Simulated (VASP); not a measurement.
Set up this calculation in VASP 6.6.1, as the native input.

```
Task                   : single point
Functional             : PBE
Potentials or basis    : VASP PAW PBE potentials, release 64 (Be, Zn, Te, S)
Cutoff                 : 520 eV
k mesh                 : 4 × 4 × 4
Occupations            : gaussian, width 0.1 eV
Spin                   : no spin polarisation
Dipole correction      : no
Further INCAR settings : ALGO = Normal; EDIFF = 1e-06; NBANDS = 31
```

The structure of BeZn2TeS2 lies in POSCAR:

```
BeZn2TeS2
1.0
    4.4646611800      0.0000000000      0.0000000000
    0.0000000000      4.4646611800      0.0000000000
    0.0000000000      0.0000000000      6.3016325400
Be Zn Te S
1 2 1 2
Direct
    0.0000000000      0.0000000000      0.0000000000
    0.5000000000      0.5000000000      0.0000000000
    0.0000000000      0.0000000000      0.5000000000
    0.5000000000      0.5000000000      0.5000000000
    0.5000000000      0.0000000000      0.7581456300
    0.0000000000      0.5000000000      0.2418543700
```

These files were run (other wordings do the same):

INCAR

```
SYSTEM = BeZn2TeS2
  PREC = Accurate
  ENCUT = 520
  EDIFF = 1E-6
  ISMEAR = 0
  SIGMA = 0.1
  LREAL = .False.
  LASPH = .True.
  NELM = 60
  ALGO = Normal
  ISIF = 2
  LWAVE = .False.
  LCHARG = .False.
  GGA = PE
  NBANDS = 31
```

KPOINTS

```
Automatic mesh
0
Gamma
  4 4 4
  0 0 0
```

Potentials or basis: VASP PAW PBE potentials, release 64 (Be, Zn, Te, S).

Run with:

```bash
$ cat potpaw_PBE.64/Be/POTCAR potpaw_PBE.64/Zn/POTCAR potpaw_PBE.64/Te/POTCAR potpaw_PBE.64/S/POTCAR > POTCAR
$ mpirun -np 1 vasp_std > vasp.out
```

It gave:

```json
{"Pressure": "0.2 GPa", "Largest force": "3.241 eV/Å", "Band gap on the k mesh": "zero (band 22 reaches 4.95 eV, above the bottom of band 23 at 3.89 eV)"}
```

Caveat: spin-orbit coupling is left out, which moves the levels of the heavy elements; forces of over 1 eV/Å act on the atoms, so gaps and moduli don't describe the material at rest.

Run time: 26 s on 1 thread of Intel(R) Xeon(R) 6975P-C (Granite Rapids), with other jobs on the host, peak memory 0.27 GiB.
